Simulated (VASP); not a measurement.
# Ge (Fd-3m) in VASP: further runs

The runs below take Ge through electric field gradients, with PBEsol.

Everything below comes from runs of VASP 6.6.1. Logs are shortened: lines on timing, memory, paths and dates and some standing lists are left out, and cuts for length are marked.

**What was measured.**

From “Electronic and optical properties of SixGe1-x-ySny alloys lattice-matched to Ge”, 2021, arxiv:2109.02782, for a bulk crystal of Ge at 300 K: band gap 0.807 eV (direct).

The runs below are set against these values where they give the same quantity.

### 1 The cell of the first run

Symmetry: Fd-3m, No. 227, cubic system. The conventional cell has a = 5.658 Å, b = 5.658 Å, c = 5.658 Å, α = 90.00°, β = 90.00°, γ = 90.00°. Ge (site symmetry -43m) has 4 Ge at 2.45 Å within 3.2 Å.

### 2 Electric field gradients, PBEsol

File INCAR:

```
SYSTEM = Ge
PREC     = Accurate       ! precision mode
ENCUT    = 520            ! plane-wave cutoff, eV
EDIFF    = 1E-8           ! SCF threshold, eV
ISMEAR   = -1             ! smearing method
SIGMA    = 0.05           ! smearing width, eV
LREAL    = .FALSE.        ! projectors in reciprocal space
LASPH    = .TRUE.         ! aspherical terms in the spheres
NELM     = 60             ! most SCF steps
ALGO     = Normal         ! electronic algorithm
ISIF     = 2              ! what is computed and relaxed
LWAVE    = .FALSE.        ! write WAVECAR
LCHARG   = .FALSE.        ! write CHGCAR
GGA      = PS             ! functional
LEFG     = .TRUE.       
NBANDS   = 21             ! bands
```

File KPOINTS:

```
regular mesh
0
G
  11 11 11
  0 0 0
```

File POSCAR:

```
Ge
1.0
    0.0000000000      2.8287700000      2.8287700000
    2.8287700000      0.0000000000      2.8287700000
    2.8287700000      2.8287700000      0.0000000000
Ge
2
Direct
    0.5000000000      0.5000000000      0.5000000000
    0.7500000000      0.7500000000      0.7500000000
```

Potentials or basis: VASP PAW PBE potentials, release 64 (Ge_d).

Launch:

```sh
> cat potpaw_PBE.64/Ge_d/POTCAR > POTCAR
> mpirun -np 1 vasp_std > vasp.out
```

OUTCAR:

```text
SYSTEM = Ge
   PREC = Accurate
   ENCUT = 520
   EDIFF = 1E-8
   ISMEAR = -1
   LREAL = .FALSE.
   LASPH = .TRUE.
   NELM = 60
   ISIF = 2
   GGA = PS

 ion  position               nearest neighbor table
   1  0.500  0.500  0.500-   2 2.45   2 2.45   2 2.45   2 2.45
   2  0.750  0.750  0.750-   1 2.45   1 2.45   1 2.45   1 2.45

  LATTYP: Found a face centered cubic cell.
 ALAT       =     5.6575400000

  Lattice vectors:

 A1 = (   0.0000000000,   2.8287700000,   2.8287700000)
 A2 = (   2.8287700000,   0.0000000000,   2.8287700000)
 A3 = (   2.8287700000,   2.8287700000,   0.0000000000)

Analysis of symmetry for initial positions (statically):
=====================================================================
 Subroutine PRICEL returns:
 Original cell was already a primitive cell.

 Routine SETGRP: Setting up the symmetry group for a
 face centered cubic supercell.

 Subroutine GETGRP returns: Found 48 space group operations
 (whereof 24 operations were pure point group operations)
 out of a pool of 48 trial point group operations.

The static configuration has the point symmetry T_d .
 The point group associated with its full space group is O_h .

Analysis of symmetry for dynamics (positions and initial velocities):
=====================================================================
 Subroutine PRICEL returns:
 Original cell was already a primitive cell.

 Routine SETGRP: Setting up the symmetry group for a
 face centered cubic supercell.

 Subroutine GETGRP returns: Found 48 space group operations
 (whereof 24 operations were pure point group operations)
 out of a pool of 48 trial point group operations.

The dynamic configuration has the point symmetry T_d .
 The point group associated with its full space group is O_h .

 Subroutine INISYM returns: Found 48 space group operations
 (whereof 24 operations are pure point group operations),
 and found     1 'primitive' translations

----------------------------------------------------------------------------------------

                                     Primitive cell

  volume of cell :      45.2713

  direct lattice vectors                    reciprocal lattice vectors
[... 120 lines left out ...]
  volume of cell :       45.27
 maximum number of plane-waves:      1243
 NGX is ok and might be reduce to    30
   NGX = 15   NGY = 15   NGZ = 15

 number of electron      28.0000022 magnetization

 Free energy of the ion-electron system (eV)
  ---------------------------------------------------
  ext. energy  EPLUGINS =         0.00000000
  ---------------------------------------------------
  free energy    TOTEN  =        -9.87225100 eV

  energy without entropy =       -9.87171151  energy(sigma->0) =       -9.87198125

 E-fermi :   4.8887     XC(G=0): -10.1293

 val. band max:        4.8626185054   @ k =   0.0000   0.0000   0.0000
 cond. band min:       5.0031671933   @ k =   0.4545   0.0000   0.0000
 fundamental gap:      0.1405486879
 Fermi energy:         4.8887468038

 k-point     1 :       0.0000    0.0000    0.0000
  band No.  band energies     occupation
      1     -19.9006      2.00000
      2     -19.9006      2.00000
      3     -19.9006      2.00000
      4     -19.8640      2.00000
      5     -19.8640      2.00000
      6     -19.6518      2.00000
[... 565 lines left out ...]
     20      14.3600      0.00000
     21      14.6170      0.00000

 [... further k-points ...]

------------------------ aborting loop because EDIFF is reached ----------------------------------------

  FORCE on cell =-STRESS in cart. coord.  units (eV):
  Direction    XX          YY          ZZ          XY          YZ          ZX
  --------------------------------------------------------------------------------------
  -------------------------------------------------------------------------------------
  Total        0.1633499      0.1633499      0.1633499      0.0000000      0.0000000      0.0000000
  in kB        5.7810486      5.7810486      5.7810486      0.0000000      0.0000000      0.0000000
  external PRESSURE =       5.7810486 kB  Pullay stress =       0.0000000 kB

 VOLUME and BASIS-vectors are now :
 -----------------------------------------------------------------------------
  energy-cutoff  :      520.00
  volume of cell :       45.27
      direct lattice vectors                 reciprocal lattice vectors
     0.000000000  2.828770000  2.828770000    -0.176755268  0.176755268  0.176755268
     2.828770000  0.000000000  2.828770000     0.176755268 -0.176755268  0.176755268
     2.828770000  2.828770000  0.000000000     0.176755268  0.176755268 -0.176755268

 POSITION                                       TOTAL-FORCE (eV/Angst)
 -----------------------------------------------------------------------------------
      2.82877      2.82877      2.82877         0.000000      0.000000      0.000000
      4.24315      4.24315      4.24315        -0.000000     -0.000000     -0.000000
 -----------------------------------------------------------------------------------
    total drift:                                0.000000     -0.000000     -0.000000

  FREE ENERGIE OF THE ION-ELECTRON SYSTEM (eV)
  ---------------------------------------------------
  free  energy   TOTEN  =        -9.8722510016 eV

  energy  without entropy=       -9.8717115066  energy(sigma->0) =       -9.87198125

 Electric field gradients (V/A^2)
---------------------------------------------------------------------
 ion       V_xx      V_yy      V_zz      V_xy      V_xz      V_yz
---------------------------------------------------------------------
   1      -0.000    -0.000     0.000     0.004     0.004     0.004
   2      -0.000    -0.000    -0.000     0.004     0.004     0.004
---------------------------------------------------------------------

 Electric field gradients after diagonalization (V/A^2)
 (convention: |V_zz| > |V_xx| > |V_yy|)
----------------------------------------------------------------------
 ion       V_xx      V_yy      V_zz     asymmetry (V_yy - V_xx)/ V_zz
----------------------------------------------------------------------
   1      -0.004    -0.004     0.007       0.000
   2      -0.004    -0.004     0.007       0.000
----------------------------------------------------------------------

           NMR quadrupolar parameters

 Cq : quadrupolar parameter    Cq=e*Q*V_zz/h
 eta: asymmetry parameters     (V_yy - V_xx)/ V_zz
 Q  : nuclear electric quadrupole moment in mb (millibarn)
----------------------------------------------------------------------
 ion       Cq(MHz)       eta       Q (mb)
----------------------------------------------------------------------
   1       0.000       0.000       1.000
   2       0.000       0.000       1.000
----------------------------------------------------------------------
```

Wall time 52 s (1 thread of Intel Xeon Platinum 8259CL at 2.50GHz (Skylake/Cascade Lake), shared host); peak memory 0.18 GiB.

What came out:

```
Free energy                             : -9.8723 eV
Pressure                                : 0.6 GPa
Band gap on the k mesh                  : zero (filled and empty bands touch)
Largest electric field gradient by atom : zero within the noise of the run
```

Caveat: semilocal functionals underestimate gaps, so a narrow gap can read as zero; the PAW data sets were made with another functional, which shifts forces and pressure a little.

### 3 Electric field gradients, PBEsol (22.86 Å³/atom)

This run uses another cell than the first one, of 22.86 Å³/atom.

File INCAR:

```
SYSTEM = Ge
PREC = Accurate ; ENCUT = 520
EDIFF = 1E-8 ; ISMEAR = -1
SIGMA = 0.05 ; LREAL = .False.
LASPH = .True. ; NELM = 80
ALGO = Normal ; ISIF = 2
LWAVE = .False. ; LCHARG = .False.
GGA = PS ; LEFG = .True.
NBANDS = 21
```

File KPOINTS:

```
Automatic mesh
0
Gamma
  11 11 11
  0 0 0
```

File POSCAR:

```
Ge
1.0
    0.0000000000      2.8381679760      2.8381679760
    2.8381679760      0.0000000000      2.8381679760
    2.8381679760      2.8381679760      0.0000000000
Ge
2
Direct
    0.5000000000      0.5000000000      0.5000000000
    0.7500000000      0.7500000000      0.7500000000
```

Potentials or basis: VASP PAW PBE potentials, release 64 (Ge_d).

Launch:

```sh
> cat potpaw_PBE.64/Ge_d/POTCAR > POTCAR
> mpirun -np 1 vasp_std > vasp.out
```

OUTCAR:

```text
SYSTEM = Ge
   PREC = Accurate
   ENCUT = 520
   EDIFF = 1E-8
   ISMEAR = -1
   LREAL = .False.
   LASPH = .True.
   NELM = 80
   ISIF = 2
   GGA = PS

 ion  position               nearest neighbor table
   1  0.500  0.500  0.500-   2 2.46   2 2.46   2 2.46   2 2.46
   2  0.750  0.750  0.750-   1 2.46   1 2.46   1 2.46   1 2.46

  LATTYP: Found a face centered cubic cell.
 ALAT       =     5.6763359520

  Lattice vectors:

 A1 = (   0.0000000000,   2.8381679760,   2.8381679760)
 A2 = (   2.8381679760,   0.0000000000,   2.8381679760)
[... 790 lines left out ...]
  ---------------------------------------------------
  free  energy   TOTEN  =        -9.8730514591 eV

  energy  without entropy=       -9.8724415132  energy(sigma->0) =       -9.87274649

 Electric field gradients (V/A^2)
---------------------------------------------------------------------
 ion       V_xx      V_yy      V_zz      V_xy      V_xz      V_yz
---------------------------------------------------------------------
   1      -0.000     0.000    -0.000     0.004     0.004     0.004
   2      -0.000     0.000    -0.000     0.004     0.004     0.004
---------------------------------------------------------------------

 Electric field gradients after diagonalization (V/A^2)
 (convention: |V_zz| > |V_xx| > |V_yy|)
----------------------------------------------------------------------
 ion       V_xx      V_yy      V_zz     asymmetry (V_yy - V_xx)/ V_zz
----------------------------------------------------------------------
   1      -0.004    -0.004     0.008       0.000
   2      -0.004    -0.004     0.008       0.000
----------------------------------------------------------------------

           NMR quadrupolar parameters

 Cq : quadrupolar parameter    Cq=e*Q*V_zz/h
 eta: asymmetry parameters     (V_yy - V_xx)/ V_zz
 Q  : nuclear electric quadrupole moment in mb (millibarn)
----------------------------------------------------------------------
 ion       Cq(MHz)       eta       Q (mb)
----------------------------------------------------------------------
   1       0.000       0.000       1.000
   2       0.000       0.000       1.000
----------------------------------------------------------------------
```

OSZICAR:

```text
N       E                     dE             d eps       ncg     rms          rms(c)
DAV:   1     0.191922446723E+03    0.19192E+03   -0.14575E+04  2618   0.360E+03
DAV:   2     0.181214849657E+02   -0.17380E+03   -0.16840E+03  2362   0.616E+02
DAV:   3    -0.907015175237E+01   -0.27192E+02   -0.26974E+02  2687   0.144E+02
DAV:   4    -0.100051665590E+02   -0.93501E+00   -0.93441E+00  2677   0.314E+01
DAV:   5    -0.100209769512E+02   -0.15810E-01   -0.15810E-01  2687   0.452E+00    0.322E+00
DAV:   6    -0.992018685815E+01    0.10079E+00   -0.35710E-02  3184   0.227E+00    0.183E+00
DAV:   7    -0.987195321104E+01    0.48234E-01   -0.57583E-02  2557   0.241E+00    0.156E-01
DAV:   8    -0.987292992637E+01   -0.97672E-03   -0.65955E-03  2678   0.113E+00    0.506E-02
DAV:   9    -0.987303412112E+01   -0.10419E-03   -0.22685E-04  2776   0.212E-01    0.117E-02
DAV:  10    -0.987305086016E+01   -0.16739E-04   -0.21866E-05  3014   0.381E-02    0.545E-03
DAV:  11    -0.987305193813E+01   -0.10780E-05   -0.56818E-06  3235   0.392E-02    0.159E-03
DAV:  12    -0.987305149884E+01    0.43929E-06   -0.10102E-06  3170   0.198E-02    0.271E-04
DAV:  13    -0.987305147809E+01    0.20749E-07   -0.19073E-08  2197   0.144E-03    0.134E-04
DAV:  14    -0.987305145786E+01    0.20233E-07   -0.57237E-09  1546   0.144E-03    0.334E-05
DAV:  15    -0.987305145911E+01   -0.12496E-08   -0.93770E-10  1371   0.445E-04
   1 F= -.98730515E+01 E0= -.98727465E+01  d E =-.609946E-03
```

stdout:

```text
POSCAR found type information on POSCAR Ge
 POSCAR found :  1 types and       2 ions
 scaLAPACK will be used
 -----------------------------------------------------------------------------
|                                                                             |
|                                                                             |
|     You enforced a specific xc type in the INCAR file but a different       |
|     I HOPE YOU KNOW WHAT YOU ARE DOING!                                     |
|                                                                             |
 -----------------------------------------------------------------------------

 LDA part: xc-table for (Slater+PW92), standard interpolation
 POSCAR, INCAR and KPOINTS ok, starting setup
 FFT: planning ... GRIDC
 FFT: planning ... GRID_SOFT
 FFT: planning ... GRID
 WAVECAR not read
 entering main loop
ion   1

ion   2
```

It took 51 s on 1 thread of Intel Xeon Platinum 8259CL at 2.50GHz (Skylake/Cascade Lake), shared host; peak memory 0.18 GiB.

What came out:

```yaml
Free_energy: -9.8731 eV
Pressure: -0.1 GPa
Band_gap_on_the_k_mesh: zero (filled and empty bands touch)
Largest_electric_field_gradient_by_atom: zero within the noise of the run
```

Levels at points of the mesh, in eV from the Fermi level:
| k point | band 11 | band 12 | band 13 | band 14 | band 15 | band 16 | band 17 | band 18 |
| --- | --- | --- | --- | --- | --- | --- | --- | --- |
| (0.00, 0.00, 0.00) | -12.73 | -0.10 | -0.01 | -0.01 | -0.01 | 2.52 | 2.52 | 2.52 |

Caveat: semilocal functionals underestimate gaps, so a narrow gap can read as zero; the PAW data sets were made with another functional, which shifts forces and pressure a little.

### 4 Electric field gradients, PBEsol (22.86 Å³/atom)

This run uses another cell than the first one, of 22.86 Å³/atom.

File INCAR:

```
ALGO     = Normal         # electronic algorithm
EDIFF    = 1E-8           # SCF threshold, eV
ENCUT    = 520            # plane-wave cutoff, eV
GGA      = PS             # functional
ISIF     = 2              # what is computed and relaxed
ISMEAR   = -1             # smearing method
LASPH    = T              # aspherical terms in the spheres
LCHARG   = F              # write CHGCAR
LEFG     = T            
LREAL    = F              # projectors in reciprocal space
LWAVE    = F              # write WAVECAR
NBANDS   = 21             # bands
NELM     = 80             # most SCF steps
PREC     = Accurate       # precision mode
SIGMA    = 0.05           # smearing width, eV
```

File KPOINTS:

```
k-points
0
Gamma
  11 11 11
```

POSCAR is that of step 3.

Potentials or basis: VASP PAW PBE potentials, release 64 (Ge_d).

Launch:

```sh
> cat potpaw_PBE.64/Ge_d/POTCAR > POTCAR
> mpirun -np 1 vasp_std > vasp.out
```

OUTCAR:

```text
EDIFF = 1E-8
   ENCUT = 520
   GGA = PS
   ISIF = 2
   ISMEAR = -1
   LASPH = T
   LREAL = F
   NELM = 80
   PREC = Accurate

 ion  position               nearest neighbor table
   1  0.500  0.500  0.500-   2 2.46   2 2.46   2 2.46   2 2.46
   2  0.750  0.750  0.750-   1 2.46   1 2.46   1 2.46   1 2.46

  LATTYP: Found a face centered cubic cell.
 ALAT       =     5.6763359520

  Lattice vectors:

 A1 = (   0.0000000000,   2.8381679760,   2.8381679760)
 A2 = (   2.8381679760,   0.0000000000,   2.8381679760)
 A3 = (   2.8381679760,   2.8381679760,   0.0000000000)

[... 789 lines left out ...]
  free  energy   TOTEN  =        -9.8730514591 eV

  energy  without entropy=       -9.8724415132  energy(sigma->0) =       -9.87274649

 Electric field gradients (V/A^2)
---------------------------------------------------------------------
 ion       V_xx      V_yy      V_zz      V_xy      V_xz      V_yz
---------------------------------------------------------------------
   1      -0.000     0.000    -0.000     0.004     0.004     0.004
   2      -0.000     0.000    -0.000     0.004     0.004     0.004
---------------------------------------------------------------------

 Electric field gradients after diagonalization (V/A^2)
 (convention: |V_zz| > |V_xx| > |V_yy|)
----------------------------------------------------------------------
 ion       V_xx      V_yy      V_zz     asymmetry (V_yy - V_xx)/ V_zz
----------------------------------------------------------------------
   1      -0.004    -0.004     0.008       0.000
   2      -0.004    -0.004     0.008       0.000
----------------------------------------------------------------------

           NMR quadrupolar parameters

 Cq : quadrupolar parameter    Cq=e*Q*V_zz/h
 eta: asymmetry parameters     (V_yy - V_xx)/ V_zz
 Q  : nuclear electric quadrupole moment in mb (millibarn)
----------------------------------------------------------------------
 ion       Cq(MHz)       eta       Q (mb)
----------------------------------------------------------------------
   1       0.000       0.000       1.000
   2       0.000       0.000       1.000
----------------------------------------------------------------------
```

OSZICAR:

```text
N       E                     dE             d eps       ncg     rms          rms(c)
DAV:   1     0.191922446723E+03    0.19192E+03   -0.14575E+04  2618   0.360E+03
DAV:   2     0.181214849657E+02   -0.17380E+03   -0.16840E+03  2362   0.616E+02
DAV:   3    -0.907015175237E+01   -0.27192E+02   -0.26974E+02  2687   0.144E+02
DAV:   4    -0.100051665590E+02   -0.93501E+00   -0.93441E+00  2677   0.314E+01
DAV:   5    -0.100209769512E+02   -0.15810E-01   -0.15810E-01  2687   0.452E+00    0.322E+00
DAV:   6    -0.992018685815E+01    0.10079E+00   -0.35710E-02  3184   0.227E+00    0.183E+00
DAV:   7    -0.987195321104E+01    0.48234E-01   -0.57583E-02  2557   0.241E+00    0.156E-01
DAV:   8    -0.987292992637E+01   -0.97672E-03   -0.65955E-03  2678   0.113E+00    0.506E-02
DAV:   9    -0.987303412112E+01   -0.10419E-03   -0.22685E-04  2776   0.212E-01    0.117E-02
DAV:  10    -0.987305086016E+01   -0.16739E-04   -0.21866E-05  3014   0.381E-02    0.545E-03
DAV:  11    -0.987305193813E+01   -0.10780E-05   -0.56818E-06  3235   0.392E-02    0.159E-03
DAV:  12    -0.987305149884E+01    0.43929E-06   -0.10102E-06  3170   0.198E-02    0.271E-04
DAV:  13    -0.987305147809E+01    0.20749E-07   -0.19073E-08  2197   0.144E-03    0.134E-04
DAV:  14    -0.987305145786E+01    0.20233E-07   -0.57237E-09  1546   0.144E-03    0.334E-05
DAV:  15    -0.987305145911E+01   -0.12496E-08   -0.93770E-10  1371   0.445E-04
   1 F= -.98730515E+01 E0= -.98727465E+01  d E =-.609946E-03
```

Wall time 52 s (1 thread of Intel Xeon Platinum 8259CL at 2.50GHz (Skylake/Cascade Lake), shared host); peak memory 0.18 GiB.

What came out:

| Quantity | Value |
| --- | --- |
| Free energy | -9.8731 eV |
| Pressure | -0.1 GPa |
| Band gap on the k mesh | zero (filled and empty bands touch) |
| Largest electric field gradient by atom | zero within the noise of the run |

Caveat: semilocal functionals underestimate gaps, so a narrow gap can read as zero; the PAW data sets were made with another functional, which shifts forces and pressure a little.

### 5 Against experiment

Step 2. Against the measured gap of Ge, 0.807 eV (direct; 300 K; “Electronic and optical properties of SixGe1-x-ySny alloys lattice-matched to Ge”, 2021, arxiv:2109.02782), the calculated 0.00 eV is off by -0.81 eV. 3 values of this kind are on record (0.666 to 0.807 eV); this one was drawn at random among those near their median. Spin-orbit coupling on Ge is left out. The value is that of PBEsol on a finite k mesh, which can miss the band edges, without temperature or zero-point motion. Semilocal functionals fall short of measured gaps as a rule.
